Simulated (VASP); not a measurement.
# Sb (P6_3/mmc) in VASP: notebook

Runs on Sb. Level: PBE+D3(BJ). Tasks: relaxation of cell and atoms, single point.

Everything below comes from runs of VASP 6.6.1. Logs are shortened: lines on timing, memory, paths and dates and some standing lists are left out, and cuts for length are marked.

## (1) The cell of the first run

The structure is hexagonal, space group P6_3/mmc (No. 194). The conventional cell has a = 3.320 Å, b = 3.320 Å, c = 5.466 Å, α = 90.00°, β = 90.00°, γ = 120.00°. Sb (site symmetry -6m2) has 12 Sb at 3.32 to 3.34 Å within 4.4 Å.

This isn't the form of Sb at room conditions, which is rhombohedral.

## (2) Relaxation of cell and atoms, PBE+D3(BJ)

The input, INCAR:

```
SYSTEM = Sb
PREC = Accurate
ENCUT = 600
EDIFF = 1E-6
ISMEAR = 0
SIGMA = 0.1
LREAL = .False.
LASPH = .True.
NELM = 60
ALGO = Normal
ISIF = 3
LWAVE = .False.
LCHARG = .False.
GGA = PE
IVDW = 12
IBRION = 2
NSW = 80
EDIFFG = -0.015
```

The input, KPOINTS:

```
regular mesh
0
Gamma
  8 12 12
  0 0 0
```

The input, POSCAR:

```
Sb
1.0
    0.0000000000      0.0000000000     -5.4656893997
   -4.9802769447     -2.8753642347      0.0000000000
    0.0000000000      5.7507284694      0.0000000000
Sb
6
Direct
    0.7500000000      0.6666666667      0.6666666667
    0.7500000000      0.0000000000      0.3333333333
    0.7500000000      0.3333333333      1.0000000000
    0.2500000000      0.3333333333      0.3333333333
    0.2500000000      0.6666666667      0.0000000000
    0.2500000000      0.0000000000      0.6666666667
```

Potentials or basis: VASP PAW PBE potentials, release 64 (Sb).

Run with:

```sh
> cat potpaw_PBE.64/Sb/POTCAR > POTCAR
> mpirun -np 1 vasp_std > vasp.out
```

OUTCAR:

```text
SYSTEM = Sb
   PREC = Accurate
   ENCUT = 600
   EDIFF = 1E-6
   ISMEAR = 0
   LREAL = .False.
   LASPH = .True.
   NELM = 60
   ISIF = 3
   GGA = PE
   IVDW = 12
   IBRION = 2
   NSW = 80
   EDIFFG = -0.015
 IVDW          = 12

 ion  position               nearest neighbor table
   1  0.750  0.667  0.667-   3 3.32   2 3.32   2 3.32   2 3.32   3 3.32   3 3.32   6 3.34   6 3.34
                             5 3.34   5 3.34   4 3.34   4 3.34
   2  0.750  0.000  0.333-   3 3.32   1 3.32   1 3.32   3 3.32   1 3.32   3 3.32   4 3.34   5 3.34
                             4 3.34   5 3.34   6 3.34   6 3.34
   3  0.750  0.333  0.000-   1 3.32   2 3.32   2 3.32   2 3.32   1 3.32   1 3.32   6 3.34   6 3.34
                             4 3.34   4 3.34   5 3.34   5 3.34
   4  0.250  0.333  0.333-   5 3.32   6 3.32   6 3.32   6 3.32   5 3.32   5 3.32   2 3.34   2 3.34
                             3 3.34   3 3.34   1 3.34   1 3.34
   5  0.250  0.667  0.000-   4 3.32   6 3.32   6 3.32   6 3.32   4 3.32   4 3.32   2 3.34   2 3.34
                             1 3.34   1 3.34   3 3.34   3 3.34
   6  0.250  0.000  0.667-   4 3.32   5 3.32   5 3.32   4 3.32   5 3.32   4 3.32   1 3.34   3 3.34
                             1 3.34   3 3.34   2 3.34   2 3.34
[... 7 lines left out ...]
 A1 = (  -4.9802769447,  -2.8753642347,   0.0000000000)
 A2 = (   0.0000000000,   5.7507284694,   0.0000000000)
 A3 = (   0.0000000000,   0.0000000000,  -5.4656893997)

Analysis of symmetry for initial positions (statically):
=====================================================================
 Subroutine PRICEL returns following result:

  LATTYP: Found a hexagonal cell.
 ALAT       =     3.3201846295
 C/A-ratio  =     1.6462004405

  Lattice vectors:

 A1 = (   3.3201846295,   0.0000000006,   0.0000000000)
 A2 = (  -1.6600923147,  -2.8753642350,   0.0000000000)
 A3 = (   0.0000000000,   0.0000000000,  -5.4656893997)

   3 primitive cells build up your supercell.

 Routine SETGRP: Setting up the symmetry group for a
 hexagonal supercell.

 Subroutine GETGRP returns: Found 24 space group operations
 (whereof 12 operations were pure point group operations)
 out of a pool of 24 trial point group operations.

The static configuration has the point symmetry D_3d.
 The point group associated with its full space group is D_6h.

Analysis of symmetry for dynamics (positions and initial velocities):
=====================================================================
 Subroutine PRICEL returns following result:

  LATTYP: Found a hexagonal cell.
 ALAT       =     3.3201846295
 C/A-ratio  =     1.6462004405

  Lattice vectors:

 A1 = (   3.3201846295,   0.0000000006,   0.0000000000)
 A2 = (  -1.6600923147,  -2.8753642350,   0.0000000000)
 A3 = (   0.0000000000,   0.0000000000,  -5.4656893997)

   3 primitive cells build up your supercell.

 Routine SETGRP: Setting up the symmetry group for a
 hexagonal supercell.

 Subroutine GETGRP returns: Found 24 space group operations
 (whereof 12 operations were pure point group operations)
 out of a pool of 24 trial point group operations.

The dynamic configuration has the point symmetry D_3d.
 The point group associated with its full space group is D_6h.

 Subroutine INISYM returns: Found 24 space group operations
 (whereof 12 operations are pure point group operations),
 and found     3 'primitive' translations

----------------------------------------------------------------------------------------

                                     Primitive cell

  volume of cell :      52.1795

  direct lattice vectors                    reciprocal lattice vectors
[... 97 lines left out ...]
   PSTRESS=    0.0 pullay stress
   NELECT =      30.0000    total number of electrons
   NUPDOWN=      -1.0000    fix difference up-down
   EMIN   =  10.00;   EMAX   =-10.00  energy-range for DOS
   EFERMI =   0.00;   METHOD = LEGACY
   ISMEAR =     0;   SIGMA  =   0.10  broadening in eV -4-tet -1-fermi 0-gaus
   EFERMI_NEDOS =   21; number of points for ismear=-14 and -15
   IALGO  =     38    algorithm
   IMIX   =      4    mixing-type and parameters
     AMIX     =   0.40;   BMIX     =  1.00
     AMIX_MAG =   1.60;   BMIX_MAG =  1.00
  volume/ion in A,a.u.               =      26.09       176.06
  Fermi-wavevector in a.u.,A,eV,Ry     =   0.943861  1.783639 12.121077  0.890874
  Thomas-Fermi vector in A             =   2.071610
   LORBIT       =      0    0 simple, 1 ext, 2 COOP (PROOUT), +10 PAW based schemes
   GGA     = PE    functional components
   LHFCALC =     F    Hartree Fock is set to
   AEXX    =    0.0000 exact exchange contribution
   IVDW    =    12    specifies the selected vdW correction
   LEPSILON=     F    determine dielectric tensor
   LRPA    =     F    only Hartree local field effects (RPA)
 conjugate gradient relaxation of ions
 non-spin polarized calculation
 Gauss-broadening in eV      SIGMA  =   0.10
  energy-cutoff  :      600.00
  volume of cell :      156.54
 maximum number of plane-waves:      5278
 NGX is ok and might be reduce to    48
   NGX = 21   NGY = 23   NGZ = 23

--------------------------------------- Ionic step        1  -------------------------------------------

 number of electron      30.0000001 magnetization

 Free energy of the ion-electron system (eV)
  ---------------------------------------------------
  ext. energy  EPLUGINS =         0.00000000
  ---------------------------------------------------
  free energy    TOTEN  =       -23.12781086 eV

  energy without entropy =      -23.10628373  energy(sigma->0) =      -23.11704730

------------------------ aborting loop because EDIFF is reached ----------------------------------------

 Edisp (eV)   -3.24790

 E8    (eV) :    -1.4986

  FORCE on cell =-STRESS in cart. coord.  units (eV):
  Direction    XX          YY          ZZ          XY          YZ          ZX
  --------------------------------------------------------------------------------------
  -------------------------------------------------------------------------------------
  Total      -0.10316    -0.10316    -0.12654     0.00000    -0.00000    -0.00000
  in kB      -1.05586    -1.05586    -1.29519     0.00000    -0.00000    -0.00000
  external pressure =       -1.14 kB  Pullay stress =        0.00 kB

 VOLUME and BASIS-vectors are now :
 -----------------------------------------------------------------------------
  energy-cutoff  :      600.00
  volume of cell :      156.54
      direct lattice vectors                 reciprocal lattice vectors
     0.000000000  0.000000000 -5.465689400     0.000000000  0.000000000 -0.182959537
    -4.980276945 -2.875364235  0.000000000    -0.200792047  0.000000000  0.000000000
     0.000000000  5.750728469  0.000000000    -0.100396023  0.173891013  0.000000000

 POSITION                                       TOTAL-FORCE (eV/Angst)
 -----------------------------------------------------------------------------------
     -3.32018      1.91691     -4.09927         0.000000     -0.000000      0.000000
      0.00000      1.91691     -4.09927        -0.000000     -0.000000      0.000000
     -1.66009     -0.95845     -4.09927        -0.000000      0.000000     -0.000000
     -1.66009      0.95845     -1.36642         0.000000     -0.000000      0.000000
     -3.32018     -1.91691     -1.36642        -0.000000      0.000000      0.000000
      0.00000      3.83382     -1.36642        -0.000000     -0.000000     -0.000000
 -----------------------------------------------------------------------------------
    total drift:                               -0.000000      0.000000      0.000000

  FREE ENERGIE OF THE ION-ELECTRON SYSTEM (eV)
  ---------------------------------------------------
  free  energy   TOTEN  =       -26.3757123207 eV

  energy  without entropy=      -26.3541851863  energy(sigma->0) =      -26.36494875

--------------------------------------- Ionic step        2  -------------------------------------------

 number of electron      30.0000002 magnetization

 Free energy of the ion-electron system (eV)
  ---------------------------------------------------
  ext. energy  EPLUGINS =         0.00000000
  ---------------------------------------------------
  free energy    TOTEN  =       -23.11921721 eV

  energy without entropy =      -23.09767591  energy(sigma->0) =      -23.10844656

 E-fermi :   9.0435     XC(G=0): -10.3818

 val. band max:        9.0349146659   @ k =   0.0000   0.3333   0.0000
 cond. band min:       9.0435940048   @ k =   0.0000   0.2500   0.2500
 fundamental gap:      0.0086793390
 Fermi energy:         9.0434782418

 k-point     1 :       0.0000    0.0000    0.0000
  band No.  band energies     occupation
      1      -4.2189      2.00000
      2      -0.3453      2.00000
      3       0.8281      2.00000
      4       0.8281      2.00000
      5       0.8281      2.00000
      6       0.8281      2.00000
[... 505 lines left out ...]
      6       0.8560      2.00000
[... 11 lines left out ...]
     18       9.7807      0.00000
     19      10.3568      0.00000

 [... further k-points ...]

------------------------ aborting loop because EDIFF is reached ----------------------------------------

 Edisp (eV)   -3.25657

 E8    (eV) :    -1.5025

  FORCE on cell =-STRESS in cart. coord.  units (eV):
  Direction    XX          YY          ZZ          XY          YZ          ZX
  --------------------------------------------------------------------------------------
  -------------------------------------------------------------------------------------
  Total       0.06743     0.06743     0.04171     0.00000    -0.00000     0.00000
  in kB       0.69199     0.69199     0.42802     0.00000    -0.00000     0.00000
  external pressure =        0.60 kB  Pullay stress =        0.00 kB

 VOLUME and BASIS-vectors are now :
 -----------------------------------------------------------------------------
  energy-cutoff  :      600.00
  volume of cell :      156.12
      direct lattice vectors                 reciprocal lattice vectors
     0.000000000  0.000000000 -5.460128185    -0.000000000  0.000000000 -0.183145883
    -4.976145972 -2.872979216  0.000000000    -0.200958735  0.000000000  0.000000000
     0.000000000  5.745958433  0.000000000    -0.100479368  0.174035370  0.000000000

 POSITION                                       TOTAL-FORCE (eV/Angst)
 -----------------------------------------------------------------------------------
     -3.31743      1.91532     -4.09510        -0.000000     -0.000000      0.000000
     -0.00000      1.91532     -4.09510        -0.000000     -0.000000     -0.000000
     -1.65872     -0.95766     -4.09510        -0.000000     -0.000000      0.000000
     -1.65872      0.95766     -1.36503         0.000000      0.000000     -0.000000
     -3.31743     -1.91532     -1.36503         0.000000      0.000000     -0.000000
     -0.00000      3.83064     -1.36503         0.000000     -0.000000     -0.000000
 -----------------------------------------------------------------------------------
    total drift:                               -0.000000      0.000000      0.000000

  FREE ENERGIE OF THE ION-ELECTRON SYSTEM (eV)
  ---------------------------------------------------
  free  energy   TOTEN  =       -26.3757903229 eV

  energy  without entropy=      -26.3542490242  energy(sigma->0) =      -26.36501967

 reached required accuracy - stopping structural energy minimisation
```

Run time: 2.5 min. Hardware: 1 thread of Intel Xeon 6975P-C (Granite Rapids), shared host; peak memory 0.52 GiB.

Results:

```yaml
Free_energy: -26.3758 eV
Relaxed_volume: 26.02 Å³/atom
Relaxed_cell: a = 5.460 Å, b = 5.746 Å, c = 5.746 Å, α = 120.00°, β = 90.00°, γ = 90.00°
Space_group_after_relaxing_to_0.1_Å: P6_3/mmc (No. 194)
Energy_gained_by_relaxing: 0.0 meV/atom
Ionic_steps: 2
Pressure_after_relaxing: 0.1 GPa
Dispersion_energy_per_atom: -0.543 eV
```

Final structure:
```
Sb
1.0
     0.00000    0.00000   -5.46013
    -4.97615   -2.87298    0.00000
     0.00000    5.74596    0.00000
Sb
6
Direct
  0.75000 0.66667 0.66667
  0.75000 0.00000 0.33333
  0.75000 0.33333 0.00000
  0.25000 0.33333 0.33333
  0.25000 0.66667 0.00000
  0.25000 0.00000 0.66667
```

Caveat: the highest band is partly filled, so the run has too few bands; spin-orbit coupling is left out, which moves the levels of the heavy elements.

## (3) Single point, PBE+D3(BJ)

The input, INCAR:

```
SYSTEM = Sb
PREC = Accurate
ENCUT = 520
EDIFF = 1E-7
ISMEAR = 0
SIGMA = 0.1
LREAL = .FALSE.
LASPH = .TRUE.
NELM = 100
ALGO = Normal
ISIF = 2
LWAVE = .FALSE.
LCHARG = .FALSE.
GGA = PE
IVDW = 12
NBANDS = 24
```

The input, KPOINTS:

```
Automatic mesh
0
G
  8 12 12
  0 0 0
```

POSCAR is that of step 2.

Potentials or basis: VASP PAW PBE potentials, release 64 (Sb).

Run with:

```sh
> cat potpaw_PBE.64/Sb/POTCAR > POTCAR
> mpirun -np 1 vasp_std > vasp.out
```

OUTCAR:

```text
SYSTEM = Sb
   PREC = Accurate
   ENCUT = 520
   EDIFF = 1E-7
   ISMEAR = 0
   LREAL = .FALSE.
   LASPH = .TRUE.
   NELM = 100
   ISIF = 2
   GGA = PE
   IVDW = 12
 IVDW          = 12

 ion  position               nearest neighbor table
   1  0.750  0.667  0.667-   3 3.32   2 3.32   2 3.32   2 3.32   3 3.32   3 3.32   6 3.34   6 3.34
                             5 3.34   5 3.34   4 3.34   4 3.34
   2  0.750  0.000  0.333-   3 3.32   1 3.32   1 3.32   3 3.32   1 3.32   3 3.32   4 3.34   5 3.34
                             4 3.34   5 3.34   6 3.34   6 3.34
   3  0.750  0.333  0.000-   1 3.32   2 3.32   2 3.32   2 3.32   1 3.32   1 3.32   6 3.34   6 3.34
[... 883 lines left out ...]
  -------------------------------------------------------------------------------------
  Total      -0.10296    -0.10296    -0.12603     0.00000    -0.00000    -0.00000
  in kB      -1.05380    -1.05380    -1.28991     0.00000    -0.00000    -0.00000
  external pressure =       -1.13 kB  Pullay stress =        0.00 kB

 VOLUME and BASIS-vectors are now :
 -----------------------------------------------------------------------------
  energy-cutoff  :      520.00
  volume of cell :      156.54
      direct lattice vectors                 reciprocal lattice vectors
     0.000000000  0.000000000 -5.465689400     0.000000000  0.000000000 -0.182959537
    -4.980276945 -2.875364235  0.000000000    -0.200792047  0.000000000  0.000000000
     0.000000000  5.750728469  0.000000000    -0.100396023  0.173891013  0.000000000

 POSITION                                       TOTAL-FORCE (eV/Angst)
 -----------------------------------------------------------------------------------
     -3.32018      1.91691     -4.09927        -0.000000      0.000000     -0.000000
      0.00000      1.91691     -4.09927         0.000000      0.000000      0.000000
     -1.66009     -0.95845     -4.09927         0.000000     -0.000000      0.000000
     -1.66009      0.95845     -1.36642         0.000000     -0.000000      0.000000
     -3.32018     -1.91691     -1.36642         0.000000      0.000000      0.000000
      0.00000      3.83382     -1.36642        -0.000000     -0.000000     -0.000000
 -----------------------------------------------------------------------------------
    total drift:                                0.000000     -0.000000      0.000000

  FREE ENERGIE OF THE ION-ELECTRON SYSTEM (eV)
  ---------------------------------------------------
  free  energy   TOTEN  =       -26.3754707485 eV

  energy  without entropy=      -26.3539436496  energy(sigma->0) =      -26.36470720
```

Run time: 8.5 min. Hardware: 1 thread of Intel Xeon 8259CL, shared host; peak memory 0.46 GiB.

What came out:

| Item | Value |
| --- | --- |
| Free energy | -26.3755 eV |
| Pressure | -0.1 GPa |
| Band gap on the k mesh | zero (bands 15 and 16 overlap by 1.90 eV) |
| Dispersion energy per atom | -0.541 eV |

Levels at points of the mesh, in eV from the Fermi level:
| k point | band 13 | band 14 | band 15 | band 16 | band 17 | band 18 |
| --- | --- | --- | --- | --- | --- | --- |
| (0.00, 0.00, 0.00) | -2.33 | -1.22 | -1.22 | -0.85 | -0.85 | -0.85 |
| (0.50, 0.00, 0.00) | -3.43 | -3.43 | -0.97 | -0.97 | 2.99 | 2.99 |
| (0.00, 0.50, 0.00) | -2.03 | -1.04 | -1.04 | -0.25 | 0.39 | 1.83 |
| (0.50, 0.50, 0.00) | 0.20 | 0.20 | 0.20 | 0.20 | 1.39 | 1.39 |

Caveat: spin-orbit coupling is left out, which moves the levels of the heavy elements.
